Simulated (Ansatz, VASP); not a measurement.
**Two plane-wave programs on Co**

The input INCAR:

```
PREC     = Accurate       # precision mode
ENCUT    = 520            # plane-wave cutoff, eV
EDIFF    = 1E-7           # SCF threshold, eV
ISMEAR   = -1             # smearing method
SIGMA    = 0.1            # smearing width, eV
LREAL    = F              # projectors in reciprocal space
LASPH    = T              # aspherical terms in the spheres
NELM     = 80             # most SCF steps
ALGO     = Normal         # electronic algorithm
ISIF     = 2              # what is computed and relaxed
LWAVE    = F              # write WAVECAR
LCHARG   = F              # write CHGCAR
GGA      = RE             # functional
NBANDS   = 10             # bands
```

KPOINTS

```
Automatic mesh
0
Gamma
  17 17 17
```

The input POSCAR:

```
Co
1.0
    0.0000000000      1.7388167297      1.7388167297
    1.7388167297      0.0000000000      1.7388167297
    1.7388167297      1.7388167297      0.0000000000
Co
1
Direct
    0.0000000000      0.0000000000      0.0000000000
```

Input for Ansatz:

```yaml
crystal:
  lattice:
    - [0.0, 1.7388167297, 1.7388167297]
    - [1.7388167297, 0.0, 1.7388167297]
    - [1.7388167297, 1.7388167297, 0.0]
  atoms:
    - { symbol: Co, position: [0.0, 0.0, 0.0] }
hamiltonian:
  xc: revpbe
  pseudopotentials:
    kind: paw
    azcp:
      Co: "pseudopotentials/Co.paw.azcp"
basis:
  ecutwfc: 420
  fft_grid_basis: typed
kpoints:
  mp_grid: { grid: [17, 17, 17], shift: [0, 0, 0] }
magnetization:
  spin_polarized: false
scf:
  occupations: { method: fermi_dirac, width: 0.1 }
  lower_state_search: "off"
output:
  stress: true
  write_density: true
  write_potential: true
  elf: true
  volumetric_format: npy
```

Alike in both runs: task single point; functional revPBE; k mesh 17 × 17 × 17; occupations fermi-dirac, width 0.1 eV; no spin polarisation.

```csv
,VASP,Ansatz
version,VASP 6.6.1,Ansatz 0.2.0
potentials or method,"VASP PAW PBE potentials, release 64 (Co), cutoff 520 eV","plane waves (420 eV) with PAW, scalar-relativistic"
valence electrons in the cell,9,17
```

Ansatz gave:

```
pressure (GPa) : 0.0
```

**Question.** Which values does VASP return?

**Answer.** Pressure (GPa): -0.6.

VASP's potentials were made for PBE, not for revPBE. VASP's potentials hold 9 valence electrons a cell and Ansatz's 17, so a difference there can come from the potentials and not from the codes.
